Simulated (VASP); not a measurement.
A run of VASP 6.6.1 is set up as follows.

File INCAR:

```
PREC = Accurate ; ENCUT = 600
EDIFF = 1E-7 ; ISMEAR = 0
SIGMA = 0.1 ; LREAL = F
LASPH = T ; NELM = 100
ALGO = Fast ; ISIF = 3
LWAVE = F ; LCHARG = F
GGA = PE ; IBRION = 2
NSW = 100 ; EDIFFG = -0.01
```

KPOINTS

```
Automatic mesh
0
Gamma
  12 12 4
```

File POSCAR:

```
Al3B2W
1.0
    2.9690412366      0.0000000000      0.0000000000
   -1.4845206183      2.5712651358      0.0000000000
    0.0000000000      0.0000000000      9.9849947783
Al B W
3 2 1
Direct
    0.0000000000      0.0000000000      0.8258955354
    0.3333333333      0.6666666667      0.3793002357
    0.6666666667      0.3333333333      0.6087664829
    0.3333333333      0.6666666667      0.9991701552
    0.6666666667      0.3333333333      0.0029207042
    0.0000000000      0.0000000000      0.1639468866
```

Potentials or basis: VASP PAW PBE potentials, release 64 (Al, B, W_sv).

Launch:

```sh
$ cat potpaw_PBE.64/Al/POTCAR potpaw_PBE.64/B/POTCAR potpaw_PBE.64/W_sv/POTCAR > POTCAR
$ mpirun -np 1 vasp_std > vasp.out
```

(1) What does it give for the space group after relaxing (to 0.1 Å)?

(2) Estimate the relaxed volume.

Answers

(1) P3m1 (No. 156).

(2) 12.66 Å³/atom.
